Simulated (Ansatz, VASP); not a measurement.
# Two plane-wave programs on C3N

Contents of INCAR:

```
SYSTEM = C3N
PREC = Accurate ; ENCUT = 600
EDIFF = 1E-6 ; ISMEAR = 0
SIGMA = 0.1 ; LREAL = .FALSE.
LASPH = .TRUE. ; NELM = 80
ALGO = Normal ; ISIF = 3
LWAVE = .FALSE. ; LCHARG = .FALSE.
GGA = PE ; IBRION = 2
NSW = 100 ; EDIFFG = -0.01
```

KPOINTS

```
Automatic mesh
0
G
  16 16 10
  0 0 0
```

The input POSCAR:

```
C3N
1.0
    2.7377318705      0.0000000000      0.0000000000
    0.0000000000      2.7377318705      0.0000000000
    0.0000000000      0.0000000000      4.3782185221
C N
3 1
Direct
    0.5000000000      0.5000000000      0.8416244548
    0.0000000000      0.0000000000      0.5000000000
    0.5000000000      0.5000000000      0.1583755452
    0.0000000000      0.0000000000      0.0000000000
```

Input for Ansatz:

```yaml
crystal:
  lattice:
    - [2.7377322136, 0.0, 0.0]
    - [0.0, 2.7377322136, 0.0]
    - [0.0, 0.0, 4.3782180862]
  atoms:
    - { symbol: C, position: [0.5, 0.5, 0.8416244531] }
    - { symbol: C, position: [0.0, 0.0, 0.5] }
    - { symbol: C, position: [0.5, 0.5, 0.1583755469] }
    - { symbol: "N", position: [0.0, 0.0, 0.0] }
basis:
  ecutwfc: 420
kpoints:
  mp_grid: { grid: [16, 16, 10] }
hamiltonian:
  xc: pbe
scf:
  occupations: { method: gaussian, width: 0.1 }
output:
  forces: true
  stress: true
  eigenvalues: true
  write_density: true
  write_potential: true
  elf: true
  volumetric_format: npy
relax:
  adjacent_minimum: "off"
  f_tol: 0.01
  max_steps: 80
  cell: { stress_tol: 0.05 }
```

Change from the starting cell: species swapped into the Ho3Mg type (P4/mmm, No. 123).

Alike in both runs: task relaxation of cell and atoms; functional PBE; k mesh 16 × 16 × 10; occupations gaussian, width 0.1 eV; no spin polarisation.

```csv
,VASP,Ansatz
version,VASP 6.6.1,Ansatz 0.2.0
potentials or method,"VASP PAW PBE potentials, release 64 (C, N), cutoff 600 eV","scalar-relativistic, plane waves, PAW"
valence electrons in the cell,17,17
```

```tsv
	VASP	Ansatz	Ansatz less VASP
gap on the k mesh at the Fermi level, each at its own relaxed structure (eV)	none	none	-
relaxed volume (Å³/atom)	8.21	8.23	+0.022
relaxed length of the cell vector where the two differ most in proportion (Å)	2.752	2.754	+0.0026
```

A gap of «none» marks a metal or a gap that the smearing closes.
